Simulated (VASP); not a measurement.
# SrO in VASP: further runs

Runs on SrO. Level: LDA. Tasks: single point, relaxation of the atoms.

All numbers are computed with VASP 6.6.1; they aren't measurements. Logs are shortened: lines on timing, memory, paths and dates and some standing lists are left out, and cuts for length are marked.

## (1) The cell of the first run

Symmetry: R3m, No. 160, trigonal system. Conventional cell: a = 3.581 Å, b = 3.581 Å, c = 8.772 Å, α = 90.00°, β = 90.00°, γ = 120.00°. Within 3.3 Å of Sr (site symmetry 3m) lie 6 O at 2.52 to 2.54 Å. O (site symmetry 3m) has 6 Sr at 2.52 to 2.54 Å within 3.3 Å.

## (2) Single point, LDA (atom 1 moved by [0.01, 0.01, 0.01] A)

File INCAR:

```
SYSTEM = SrO
PREC     = Accurate       ! precision mode
ENCUT    = 520            ! plane-wave cutoff, eV
EDIFF    = 1E-6           ! SCF threshold, eV
ISMEAR   = 0              ! smearing method
SIGMA    = 0.01           ! smearing width, eV
LREAL    = .False.        ! projectors in reciprocal space
LASPH    = .True.         ! aspherical terms in the spheres
NELM     = 60             ! most SCF steps
ALGO     = Normal         ! electronic algorithm
ISIF     = 2              ! what is computed and relaxed
LWAVE    = .False.        ! write WAVECAR
LCHARG   = .True.         ! write CHGCAR
LELF     = .True.         ! ELF
LVHAR    = .True.       
NBANDS   = 15             ! bands
```

File KPOINTS:

```
Automatic mesh
0
Gamma
  8 8 8
  0 0 0
```

File POSCAR:

```
SrO
1.0
    0.0000000000      2.5321975707      2.5321975707
    2.5321975707      0.0000000000      2.5321975707
    2.5321975707      2.5321975707      0.0000000000
Sr O
1 1
Direct
    0.5019745695      0.5019745695      0.5019745695
    0.0000000000      0.0000000000      0.0000000000
```

Potentials or basis: VASP PAW LDA potentials, release 64 (Sr_sv, O).

Started as:

```console
> cat potpaw_LDA.64/Sr_sv/POTCAR potpaw_LDA.64/O/POTCAR > POTCAR
> mpirun -np 1 vasp_std > vasp.out
```

OUTCAR:

```text
SYSTEM = SrO
   PREC = Accurate
   ENCUT = 520
   EDIFF = 1E-6
   ISMEAR = 0
   LREAL = .False.
   LASPH = .True.
   NELM = 60
   ISIF = 2

 ion  position               nearest neighbor table
   1  0.502  0.502  0.502-   2 2.52   2 2.52   2 2.52   2 2.54   2 2.54   2 2.54
   2  0.000  0.000  0.000-   1 2.52   1 2.52   1 2.52   1 2.54   1 2.54   1 2.54

  LATTYP: Found a face centered cubic cell.
 ALAT       =     5.0643951414

  Lattice vectors:

 A1 = (   0.0000000000,   2.5321975707,   2.5321975707)
 A2 = (   2.5321975707,   0.0000000000,   2.5321975707)
 A3 = (   2.5321975707,   2.5321975707,   0.0000000000)

Analysis of symmetry for initial positions (statically):
[... 5 lines left out ...]
 face centered cubic supercell.

 Subroutine GETGRP returns: Found  6 space group operations
 (whereof  6 operations were pure point group operations)
 out of a pool of 48 trial point group operations.

The static configuration has the point symmetry C_3v.

Analysis of symmetry for dynamics (positions and initial velocities):
[... 5 lines left out ...]
 face centered cubic supercell.

 Subroutine GETGRP returns: Found  6 space group operations
 (whereof  6 operations were pure point group operations)
 out of a pool of 48 trial point group operations.

The dynamic configuration has the point symmetry C_3v.

 Subroutine INISYM returns: Found  6 space group operations
 (whereof  6 operations are pure point group operations),
 and found     1 'primitive' translations

----------------------------------------------------------------------------------------

                                     Primitive cell

  volume of cell :      32.4730

  direct lattice vectors                    reciprocal lattice vectors
     0.000000000  2.532197571  2.532197571    -0.197456946  0.197456946  0.197456946
     2.532197571  0.000000000  2.532197571     0.197456946 -0.197456946  0.197456946
     2.532197571  2.532197571  0.000000000     0.197456946  0.197456946 -0.197456946

  length of vectors
     3.581068147  3.581068147  3.581068147     0.342005463  0.342005463  0.342005463

  position of ions in fractional coordinates (direct lattice)
     0.501974569  0.501974569  0.501974569
     0.000000000  0.000000000  0.000000000

  ion indices of the primitive-cell ions
   primitive index   ion index
                 1           1
                 2           2

----------------------------------------------------------------------------------------

 KPOINTS: Automatic mesh

Automatic generation of k-mesh.
 Grid dimensions read from file:
 generate k-points for:    8    8    8

 Generating k-lattice:

  Cartesian coordinates                     Fractional coordinates (reciprocal lattice)
    -0.024682118  0.024682118  0.024682118     0.125000000  0.000000000  0.000000000
     0.024682118 -0.024682118  0.024682118     0.000000000  0.125000000  0.000000000
     0.024682118  0.024682118 -0.024682118     0.000000000  0.000000000  0.125000000

  Length of vectors
     0.042750683  0.042750683  0.042750683

  Shift w.r.t. Gamma in fractional coordinates (k-lattice)
     0.000000000  0.000000000  0.000000000

 Subroutine IBZKPT returns following result:
 ===========================================

 Found     65 irreducible k-points:

 Following reciprocal coordinates:
            Coordinates               Weight
  0.000000  0.000000  0.000000      1.000000
  0.125000  0.000000  0.000000      6.000000
  0.125000  0.125000  0.125000      2.000000
  0.250000  0.000000  0.000000      6.000000
  0.250000  0.250000  0.250000      2.000000
  0.375000  0.000000  0.000000      6.000000
[... 16 lines left out ...]
 -0.250000  0.125000  0.000000     12.000000
  0.125000  0.125000  0.375000      6.000000
 [... further k-points ...]
   k-points           NKPTS =     65   k-points in BZ     NKDIM =     65   number of bands    NBANDS=     15
   number of dos      NEDOS =    301   number of ions     NIONS =      2
   total plane-waves  NPLWV =  21952
   dimension x,y,z NGX =    28 NGY =   28 NGZ =   28
   dimension x,y,z NGXF=    56 NGYF=   56 NGZF=   56
   ions per type =               1   1
   NGX,Y,Z   is equivalent  to a cutoff of  13.00, 13.00, 13.00 a.u.
   NGXF,Y,Z  is equivalent  to a cutoff of  26.00, 26.00, 26.00 a.u.
 SYSTEM =  SrO
   PREC   = accura    normal or accurate (medium, high low for compatibility)
   ISTART =      0    job   : 0-new  1-cont  2-samecut
   ICHARG =      2    charge: 1-file 2-atom 10-const
   ISPIN  =      1    spin polarized calculation?
   LNONCOLLINEAR =      F non collinear calculations
   LSORBIT =      F    spin-orbit coupling
   LASPH  =      T    aspherical Exc in radial PAW
   ENCUT  =  520.0 eV  38.22 Ry    6.18 a.u.   6.66  6.66  6.66*2*pi/ulx,y,z
   NELM   =     60;   NELMIN=  2; NELMDL= -5     # of ELM steps
   EDIFF  = 0.1E-05   stopping-criterion for ELM
   LREAL  =      F    real-space projection
   EDIFFG = 0.1E-04   stopping-criterion for IOM
   NSW    =      0    number of steps for IOM
   IBRION =     -1    ionic relax: 0-MD 1-quasi-New 2-CG
   NFREE  =      0    steps in history (QN), initial steepest desc. (CG)
   ISIF   =      2    stress and relaxation
   ISYM   =      2    0-nonsym 1-usesym 2-fastsym
   POTIM  = 0.5000    time-step for ionic-motion
   TEBEG  =    0.0;   TEEND  =   0.0 temperature during run
   PSTRESS=    0.0 pullay stress
   NELECT =      16.0000    total number of electrons
   NUPDOWN=      -1.0000    fix difference up-down
   EMIN   =  10.00;   EMAX   =-10.00  energy-range for DOS
   EFERMI =   0.00;   METHOD = LEGACY
   ISMEAR =     0;   SIGMA  =   0.01  broadening in eV -4-tet -1-fermi 0-gaus
   EFERMI_NEDOS =   21; number of points for ismear=-14 and -15
   IALGO  =     38    algorithm
   IMIX   =      4    mixing-type and parameters
     AMIX     =   0.40;   BMIX     =  1.00
     AMIX_MAG =   1.60;   BMIX_MAG =  1.00
  volume/ion in A,a.u.               =      16.24       109.57
  Fermi-wavevector in a.u.,A,eV,Ry     =   1.293026  2.443465 22.747799  1.671916
  Thomas-Fermi vector in A             =   2.424697
   LORBIT       =      0    0 simple, 1 ext, 2 COOP (PROOUT), +10 PAW based schemes
   GGA     = CA    functional components
   LHFCALC =     F    Hartree Fock is set to
   AEXX    =    0.0000 exact exchange contribution
   IVDW    =     0    specifies the selected vdW correction
   LEPSILON=     F    determine dielectric tensor
   LRPA    =     F    only Hartree local field effects (RPA)
 non-spin polarized calculation
 Gauss-broadening in eV      SIGMA  =   0.01
  energy-cutoff  :      520.00
  volume of cell :       32.47
 maximum number of plane-waves:       893
   NGX = 13   NGY = 13   NGZ = 13

 number of electron      15.9999996 magnetization

 Free energy of the ion-electron system (eV)
  ---------------------------------------------------
  ext. energy  EPLUGINS =         0.00000000
  ---------------------------------------------------
  free energy    TOTEN  =       -13.38635145 eV

  energy without entropy =      -13.38635145  energy(sigma->0) =      -13.38635145

 E-fermi :   1.6271     XC(G=0): -10.7433

 val. band max:        1.5706004918   @ k =   0.0000   0.0000   0.0000
 cond. band min:       4.6334318885   @ k =   0.5000   0.5000   0.0000
 fundamental gap:      3.0628313967
 Fermi energy:         1.6270644439

 k-point     1 :       0.0000    0.0000    0.0000
  band No.  band energies     occupation
      1     -30.3647      2.00000
      2     -13.2482      2.00000
      3     -12.0374      2.00000
      4     -12.0374      2.00000
      5     -12.0365      2.00000
      6       1.5703      2.00000
      7       1.5706      2.00000
      8       1.5706      2.00000
      9       5.7027      0.00000
     10       7.7695      0.00000
     11       7.7695      0.00000
     12       7.7710      0.00000
     13      10.1015      0.00000
     14      10.1015      0.00000
     15      14.2191      0.00000

 k-point     2 :       0.1250    0.0000    0.0000
  band No.  band energies     occupation
      1     -30.3393      2.00000
      2     -13.6602      2.00000
      3     -12.0518      2.00000
      4     -12.0516      2.00000
      5     -11.6833      2.00000
      6       1.0849      2.00000
      7       1.3510      2.00000
      8       1.3518      2.00000
      9       6.4282      0.00000
     10       7.6067      0.00000
     11       8.0964      0.00000
     12       8.0980      0.00000
     13      10.5478      0.00000
     14      10.5481      0.00000
     15      15.2919      0.00000

 k-point     3 :       0.1250    0.1250    0.1250
  band No.  band energies     occupation
      1     -30.3393      2.00000
      2     -13.6600      2.00000
      3     -12.0515      2.00000
      4     -12.0515      2.00000
      5     -11.6837      2.00000
      6       1.0856      2.00000
      7       1.3509      2.00000
      8       1.3509      2.00000
      9       6.4279      0.00000
     10       7.6090      0.00000
     11       8.0968      0.00000
     12       8.0968      0.00000
     13      10.5475      0.00000
     14      10.5475      0.00000
     15      15.2921      0.00000

 k-point     4 :       0.2500    0.0000    0.0000
  band No.  band energies     occupation
      1     -30.2770      2.00000
      2     -14.3065      2.00000
      3     -12.0854      2.00000
      4     -12.0852      2.00000
      5     -11.1797      2.00000
      6       0.1993      2.00000
      7       0.8808      2.00000
      8       0.8815      2.00000
      9       7.5689      0.00000
     10       7.9949      0.00000
     11       8.9880      0.00000
     12       8.9893      0.00000
     13      11.6555      0.00000
     14      11.6558      0.00000
     15      17.4927      0.00000
[... 307 lines left out ...]
 k-point    22 :      -0.3750    0.5000   -0.3750
  band No.  band energies     occupation
      1     -30.1884      2.00000
      2     -14.7860      2.00000
      3     -12.3136      2.00000
      4     -12.1338      2.00000
      5     -10.8935      2.00000
      6      -0.4651      2.00000
      7       0.3778      2.00000
      8       0.6686      2.00000
      9       8.0205      0.00000
     10       9.1400      0.00000
     11      10.2989      0.00000
     12      11.0182      0.00000
     13      13.5022      0.00000
     14      13.8294      0.00000
     15      16.3155      0.00000

 k-point    23 :      -0.2500    0.1250    0.0000
  band No.  band energies     occupation
      1     -30.2393      2.00000
      2     -14.4800      2.00000
      3     -12.2866      2.00000
      4     -12.0732      2.00000
      5     -11.0434      2.00000
      6      -0.1314      2.00000
      7       0.5516      2.00000
      8       1.0830      2.00000
      9       7.4538      0.00000
     10       8.4492      0.00000
     11       9.1928      0.00000
     12      10.1419      0.00000
     13      12.1755      0.00000
     14      12.5614      0.00000
     15      18.1041      0.00000

 k-point    24 :       0.1250    0.1250    0.3750
  band No.  band energies     occupation
      1     -30.2393      2.00000
      2     -14.4798      2.00000
      3     -12.2866      2.00000
      4     -12.0732      2.00000
      5     -11.0436      2.00000
      6      -0.1318      2.00000
      7       0.5512      2.00000
      8       1.0834      2.00000
      9       7.4535      0.00000
     10       8.4499      0.00000
     11       9.1918      0.00000
     12      10.1442      0.00000
     13      12.1778      0.00000
     14      12.5582      0.00000
     15      18.1035      0.00000

 [... further k-points ...]
[... 5 lines left out ...]
  --------------------------------------------------------------------------------------
  -------------------------------------------------------------------------------------
  Total        0.1715198      0.1715198      0.1715198     -0.0004011     -0.0004011     -0.0004011
  in kB        8.4625645      8.4625645      8.4625645     -0.0197904     -0.0197904     -0.0197904
  external PRESSURE =       8.4625645 kB  Pullay stress =       0.0000000 kB

 VOLUME and BASIS-vectors are now :
 -----------------------------------------------------------------------------
  energy-cutoff  :      520.00
  volume of cell :       32.47
      direct lattice vectors                 reciprocal lattice vectors
     0.000000000  2.532197571  2.532197571    -0.197456946  0.197456946  0.197456946
     2.532197571  0.000000000  2.532197571     0.197456946 -0.197456946  0.197456946
     2.532197571  2.532197571  0.000000000     0.197456946  0.197456946 -0.197456946

 POSITION                                       TOTAL-FORCE (eV/Angst)
 -----------------------------------------------------------------------------------
      2.54220      2.54220      2.54220        -0.025077     -0.025077     -0.025077
      0.00000      0.00000      0.00000         0.025077      0.025077      0.025077
 -----------------------------------------------------------------------------------
    total drift:                                0.000011      0.000011      0.000011

  FREE ENERGIE OF THE ION-ELECTRON SYSTEM (eV)
  ---------------------------------------------------
  free  energy   TOTEN  =       -13.3863514526 eV

  energy  without entropy=      -13.3863514526  energy(sigma->0) =      -13.38635145
```

It took 16 s on 1 thread of AMD EPYC 9R45 (Zen 5), shared host; peak memory 0.13 GiB.

What came out:

```
Free energy            : -13.3864 eV
Pressure               : 0.8 GPa
Largest force          : 0.043 eV/Å
Band gap on the k mesh : 3.06 eV, indirect (least direct gap 3.11 eV)
```

Forces in eV/Å, atoms in the order of the input:
```
Sr  -0.025 -0.025 -0.025
O    0.025  0.025  0.025
```

Levels at points of the mesh, in eV from the valence-band top:
```tsv
k point	band 6	band 7	band 8	band 9	band 10	band 11
(0.00, 0.00, 0.00)	0.00	0.00	0.00	4.13	6.20	6.20
(0.50, 0.00, 0.00)	-2.33	-1.25	-1.25	6.64	8.63	9.07
(0.50, 0.50, 0.50)	-2.33	-1.25	-1.25	6.64	8.64	9.07
(0.50, 0.50, 0.00)	-0.34	-0.05	-0.05	3.06	8.11	10.49
```

Caveat: the cell differs from its parent crystal (atom 1 moved by [0.01, 0.01, 0.01] A).

## (3) Single point, LDA (atom 1 moved by [-0.01, -0.01, -0.01] A)

File INCAR:

```
PREC = Accurate
ENCUT = 520
EDIFF = 1E-6
ISMEAR = 0
SIGMA = 0.01
LREAL = F
LASPH = T
NELM = 100
ALGO = Normal
ISIF = 2
LWAVE = F
LCHARG = T
LELF = T
LVHAR = T
NBANDS = 15
```

File KPOINTS:

```
Automatic mesh
0
Gamma
  8 8 8
```

Edit POSCAR of step 2 so:

```diff
@@ -8,3 +8,3 @@
 Direct
-    0.5019745695      0.5019745695      0.5019745695
+    0.4980254305      0.4980254305      0.4980254305
     0.0000000000      0.0000000000      0.0000000000
```

Potentials or basis: VASP PAW LDA potentials, release 64 (Sr_sv, O).

Started as:

```console
> cat potpaw_LDA.64/Sr_sv/POTCAR potpaw_LDA.64/O/POTCAR > POTCAR
> mpirun -np 1 vasp_std > vasp.out
```

OUTCAR:

```text
PREC = Accurate
   ENCUT = 520
   EDIFF = 1E-6
   ISMEAR = 0
   LREAL = F
   LASPH = T
   NELM = 100
   ISIF = 2

 ion  position               nearest neighbor table
   1  0.498  0.498  0.498-   2 2.52   2 2.52   2 2.52   2 2.54   2 2.54   2 2.54
   2  0.000  0.000  0.000-   1 2.52   1 2.52   1 2.52   1 2.54   1 2.54   1 2.54

  LATTYP: Found a face centered cubic cell.
 ALAT       =     5.0643951414

  Lattice vectors:

 A1 = (   0.0000000000,   2.5321975707,   2.5321975707)
[... 608 lines left out ...]
      9       7.4535      0.00000
     10       8.4499      0.00000
     11       9.1918      0.00000
     12      10.1442      0.00000
     13      12.1778      0.00000
     14      12.5582      0.00000
     15      18.1035      0.00000

 [... further k-points ...]
[... 5 lines left out ...]
  --------------------------------------------------------------------------------------
  -------------------------------------------------------------------------------------
  Total        0.1715230      0.1715230      0.1715230     -0.0004011     -0.0004011     -0.0004011
  in kB        8.4627239      8.4627239      8.4627239     -0.0197899     -0.0197899     -0.0197899
  external PRESSURE =       8.4627239 kB  Pullay stress =       0.0000000 kB

 VOLUME and BASIS-vectors are now :
 -----------------------------------------------------------------------------
  energy-cutoff  :      520.00
  volume of cell :       32.47
      direct lattice vectors                 reciprocal lattice vectors
     0.000000000  2.532197571  2.532197571    -0.197456946  0.197456946  0.197456946
     2.532197571  0.000000000  2.532197571     0.197456946 -0.197456946  0.197456946
     2.532197571  2.532197571  0.000000000     0.197456946  0.197456946 -0.197456946

 POSITION                                       TOTAL-FORCE (eV/Angst)
 -----------------------------------------------------------------------------------
      2.52220      2.52220      2.52220         0.025077      0.025077      0.025077
      0.00000      0.00000      0.00000        -0.025077     -0.025077     -0.025077
 -----------------------------------------------------------------------------------
    total drift:                               -0.000011     -0.000011     -0.000011

  FREE ENERGIE OF THE ION-ELECTRON SYSTEM (eV)
  ---------------------------------------------------
  free  energy   TOTEN  =       -13.3863514526 eV

  energy  without entropy=      -13.3863514526  energy(sigma->0) =      -13.38635145
```

Wall time 15 s (1 thread of AMD EPYC 9R45 (Zen 5), shared host); peak memory 0.13 GiB.

Results:

```yaml
Free_energy: -13.3864 eV
Pressure: 0.8 GPa
Largest_force: 0.043 eV/Å
Band_gap_on_the_k_mesh: 3.06 eV, indirect (least direct gap 3.11 eV)
```

Forces on the atoms (eV/Å):
```
Sr   0.025  0.025  0.025
O   -0.025 -0.025 -0.025
```

Caveat: the cell differs from its parent crystal (atom 1 moved by [-0.01, -0.01, -0.01] A). A k mesh can miss the band edges.

(Continued in part 2 of 2.)
